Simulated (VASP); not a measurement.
The system is As.

```xyz
2
Lattice="1.8808 1.0859 3.5141 -1.8808 1.0859 3.5141 0.0000 -2.1718 3.5141" Properties=species:S:1:pos:R:3 pbc="T T T"
As    0.0000    0.0000    2.3825
As    0.0000    0.0000    8.1597
```

```yaml
Program: VASP 6.6.1
Task: relaxation of cell and atoms
Functional: PBEsol
Potentials_or_basis: VASP PAW PBE potentials, release 64 (As)
Cutoff: 600 eV
k_mesh: 9 × 9 × 9
Occupations: fermi-dirac, width 0.05 eV
Spin: no spin polarisation
```

At the start: pressure 0.7 GPa; volume 21.53 Å³/atom.

Q: How do energy, volume and symmetry change on relaxing?

A: Over 12 steps the energy falls by 10.9 meV/atom and the volume is 20.92 Å³/atom (-2.9 %); space group R-3m (No. 166, to 0.05 Å).

Step by step:
| step | energy change (eV) | largest force (eV/Å) | pressure (GPa) | volume (Å³) |
| --- | --- | --- | --- | --- |
| 1 | 0.0000 | 0.4400 | 0.69 | 43.06 |
| 2 | -0.0084 | 0.0064 | -1.48 | 43.64 |
| 3 | -0.0088 | 0.0735 | -1.09 | 43.53 |
| 4 | -0.0147 | 0.0219 | -0.49 | 42.84 |
| 5 | -0.0173 | 0.0348 | 0.32 | 42.02 |
| 6 | -0.0209 | 0.0386 | 0.14 | 41.86 |
| 7 | -0.0216 | 0.0408 | 0.04 | 41.75 |
| 8 | -0.0216 | 0.0409 | 0.03 | 41.74 |
| 9 | -0.0218 | 0.0000 | 0.08 | 41.79 |
| 10 | -0.0218 | 0.0036 | 0.10 | 41.79 |
| 11 | -0.0218 | 0.0041 | -0.12 | 41.91 |
| 12 | -0.0218 | 0.0009 | 0.01 | 41.83 |

Final structure:
```cif
data_structure
_symmetry_space_group_name_H-M 'P 1'
_symmetry_Int_Tables_number 1
_cell_length_a 4.0118
_cell_length_b 4.0118
_cell_length_c 4.0118
_cell_angle_alpha 56.379
_cell_angle_beta 56.379
_cell_angle_gamma 56.379
_cell_volume 41.83
loop_
_atom_site_label
_atom_site_type_symbol
_atom_site_fract_x
_atom_site_fract_y
_atom_site_fract_z
_atom_site_occupancy
As1 As 0.23034 0.23034 0.23034 1
As2 As 0.76966 0.76966 0.76966 1
```

Caveat: the PAW data sets were made with another functional, which shifts forces and pressure a little.
